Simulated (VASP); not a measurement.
# AlV2C (P-3m1) in VASP: notebook, part 3 of 3

VASP 6.6.1. Earlier steps stand in the parts before.

## (5) Single point, PBE, collinear spin, ferromagnetic start

This run uses another cell than the first one, of 16.57 Å³/atom.

INCAR

```
  ALGO = Normal
  EDIFF = 1E-6
  ENCUT = 520
  GGA = PE
  ISIF = 2
  ISMEAR = 0
  ISPIN = 2
  LASPH = T
  LCHARG = F
  LMAXMIX = 4
  LORBIT = 11
  LREAL = F
  LWAVE = F
  MAGMOM = 0 2 2 0
  NBANDS = 28
  NELM = 150
  PREC = Accurate
  SIGMA = 0.1
```

KPOINTS

```
k-points
0
Gamma
  6 6 2
```

POSCAR

```
AlV2C
1.0
    3.1908745800      0.0000000000      0.0000000000
   -1.5954372900      2.7633784400      0.0000000000
    0.0000000000      0.0000000000      7.5173242400
Al V C
1 2 1
Direct
    0.0000000000      0.0000000000      0.0000000000
    0.3333333300      0.6666666700      0.1379992000
    0.6666666700      0.3333333300      0.8620008000
    0.0000000000      0.0000000000      0.5000000000
```

Potentials or basis: VASP PAW PBE potentials, release 64 (Al, V_sv, C).

Command:

```console
$ cat potpaw_PBE.64/Al/POTCAR potpaw_PBE.64/V_sv/POTCAR potpaw_PBE.64/C/POTCAR > POTCAR
$ mpirun -np 1 vasp_std > vasp.out
```

OUTCAR:

```text
EDIFF = 1E-6
   ENCUT = 520
   GGA = PE
   ISIF = 2
   ISMEAR = 0
   ISPIN = 2
   LASPH = T
   LORBIT = 11
   LREAL = F
   NELM = 150
   PREC = Accurate

 ion  position               nearest neighbor table
   1  0.000  0.000  0.000-   2 2.11   3 2.11   2 2.11   3 2.11   3 2.11   2 2.11
   2  0.333  0.667  0.138-   1 2.11   1 2.11   1 2.11   3 2.77   3 2.77   3 2.77
   3  0.667  0.333  0.862-   1 2.11   1 2.11   1 2.11   2 2.77   2 2.77   2 2.77
   4  0.000  0.000  0.500-

  LATTYP: Found a hexagonal cell.
 ALAT       =     3.1908745800
 C/A-ratio  =     2.3558820792

  Lattice vectors:

 A1 = (   3.1908745800,   0.0000000000,   0.0000000000)
 A2 = (  -1.5954372900,   2.7633784400,   0.0000000000)
 A3 = (   0.0000000000,   0.0000000000,   7.5173242400)

Analysis of symmetry for initial positions (statically):
[... 1058 lines left out ...]
     27      11.5565      0.00000
     28      11.5565      0.00000

------------------------ aborting loop because EDIFF is reached ----------------------------------------

  FORCE on cell =-STRESS in cart. coord.  units (eV):
  Direction    XX          YY          ZZ          XY          YZ          ZX
  --------------------------------------------------------------------------------------
  -------------------------------------------------------------------------------------
  Total       14.9331990     14.9331990      4.6811767      0.0000000      0.0000000      0.0000000
  in kB      360.9524998    360.9524981    113.1493938      0.0000000      0.0000000      0.0000000
  external PRESSURE =     278.3514639 kB  Pullay stress =       0.0000000 kB

 VOLUME and BASIS-vectors are now :
 -----------------------------------------------------------------------------
  energy-cutoff  :      520.00
  volume of cell :       66.28
      direct lattice vectors                 reciprocal lattice vectors
     3.190874580  0.000000000  0.000000000     0.313393703  0.180937939  0.000000000
    -1.595437290  2.763378440  0.000000000     0.000000000  0.361875878  0.000000000
     0.000000000  0.000000000  7.517324240     0.000000000  0.000000000  0.133026057

 POSITION                                       TOTAL-FORCE (eV/Angst)
 -----------------------------------------------------------------------------------
      0.00000      0.00000      0.00000         0.000000      0.000000      0.000000
     -0.00000      1.84225      1.03738        -0.000000      0.000000      7.117644
      1.59544      0.92113      6.47994         0.000000     -0.000000     -7.117644
      0.00000      0.00000      3.75866         0.000000      0.000000      0.000000
 -----------------------------------------------------------------------------------
    total drift:                               -0.000000     -0.000000      0.000000

  FREE ENERGIE OF THE ION-ELECTRON SYSTEM (eV)
  ---------------------------------------------------
  free  energy   TOTEN  =       -17.8056930685 eV

  energy  without entropy=      -17.7771588816  energy(sigma->0) =      -17.79142598

 total charge

# of ion       s       p       d       tot
------------------------------------------
    1        0.608   0.702   0.000   1.310
    2        2.295   6.212   3.328  11.835
    3        2.295   6.212   3.328  11.835
    4        1.040   0.909   0.000   1.949
--------------------------------------------------
tot          6.239  14.035   6.656  26.929

 magnetization (x)

# of ion       s       p       d       tot
------------------------------------------
    1       -0.001   0.003   0.000   0.002
    2        0.001   0.001   0.089   0.091
    3        0.001   0.001   0.089   0.091
    4        0.007   0.049   0.000   0.056
--------------------------------------------------
tot          0.008   0.055   0.178   0.240
```

OSZICAR:

```text
N       E                     dE             d eps       ncg     rms          rms(c)
DAV:   1     0.379665399440E+03    0.37967E+03   -0.18668E+04  1688   0.115E+03
DAV:   2    -0.958789591998E+01   -0.38925E+03   -0.37567E+03  1616   0.387E+02
DAV:   3    -0.228637062737E+02   -0.13276E+02   -0.12821E+02  1908   0.826E+01
[... 15 lines left out ...]
DAV:  19    -0.178056819657E+02   -0.14070E-04   -0.84597E-05  1796   0.386E-02    0.827E-03
DAV:  20    -0.178056872232E+02   -0.52575E-05   -0.58899E-06  1464   0.139E-02    0.648E-03
DAV:  21    -0.178056904596E+02   -0.32364E-05   -0.23953E-06  1264   0.802E-03    0.442E-03
DAV:  22    -0.178056923612E+02   -0.19016E-05   -0.31582E-06  1428   0.992E-03    0.302E-03
DAV:  23    -0.178056930685E+02   -0.70722E-06   -0.25669E-06  1360   0.902E-03
   1 F= -.17805693E+02 E0= -.17791426E+02  d E =-.285342E-01  mag=     0.3366
```

stdout:

```text
POSCAR found type information on POSCAR AlV C
 POSCAR found :  3 types and       4 ions
 scaLAPACK will be used
 LDA part: xc-table for (Slater+PW92), standard interpolation
 POSCAR, INCAR and KPOINTS ok, starting setup
 FFT: planning ... GRIDC
 FFT: planning ... GRID_SOFT
 FFT: planning ... GRID
 WAVECAR not read
 entering main loop
```

Run time: 69 s. Hardware: 1 thread of Intel Xeon Platinum 8259CL at 2.50GHz (Skylake/Cascade Lake), shared host; peak memory 0.21 GiB.

Results:

| Quantity | Value |
| --- | --- |
| Free energy | -17.8057 eV |
| Pressure | 27.8 GPa |
| Largest force | 7.118 eV/Å |
| Net moment | 0.34 μB per cell |
| Site moments | Al +0.00; V +0.09; C +0.06 μB |
| Valence electrons inside the program's atomic spheres | Al 1.31; V 11.84; C 1.95 |

Forces in eV/Å, atoms in the order of the input:
```
Al   0.000  0.000  0.000
V    0.000  0.000  7.118
V    0.000  0.000 -7.118
C    0.000  0.000  0.000
```

Caveat: the k points lie up to 0.42 Å⁻¹ apart; a moment this small can come from the mesh or the smearing; forces of over 1 eV/Å act on the atoms, so gaps and moduli don't describe the material at rest.

## (6) Overview

```tsv
task	spin	cell	k mesh	cutoff (eV)	gap on the mesh (eV)	pressure (GPa)	moment (μB)	largest force (eV/Å)
single point	off	a = 2.887, b = 2.887, c = 6.775 Å, angles 90.0, 90.0, 120.0°, 4 atoms, atomic positions A	6 × 6 × 4	520	none	0.1	-	0.02
single point	collinear, ferromagnetic start	a = 2.887, b = 2.887, c = 6.775 Å, angles 90.0, 90.0, 120.0°, 4 atoms, atomic positions A	6 × 6 × 2	520	none	0.2	0.00	0.03
relaxation of cell and atoms	off	relaxed from a = 2.887, b = 2.887, c = 6.775 Å, angles 90.0, 90.0, 120.0°, 4 atoms, atomic positions A	6 × 6 × 4	600	none	0.1	-	0.02
single point	collinear, ferromagnetic start	a = 3.191, b = 3.191, c = 7.517 Å, angles 90.0, 90.0, 120.0°, 4 atoms, atomic positions B	6 × 6 × 2	520	none	27.8	0.34	7.12
```

Alike in all rows: level PBE; potentials or basis VASP PAW PBE potentials, release 64 (Al, V_sv, C); smearing gaussian 0.1 eV.

Caveats: all runs use coarse meshes; the moments typed at the start vanished in this run (at least some runs); the relaxation stopped at its first step, so nothing moved (at least some runs); a moment this small can come from the mesh or the smearing (at least some runs); forces of over 1 eV/Å act on the atoms, so gaps and moduli don't describe the material at rest (at least some runs).

Absolute energies hang on the potentials; compare differences alone.
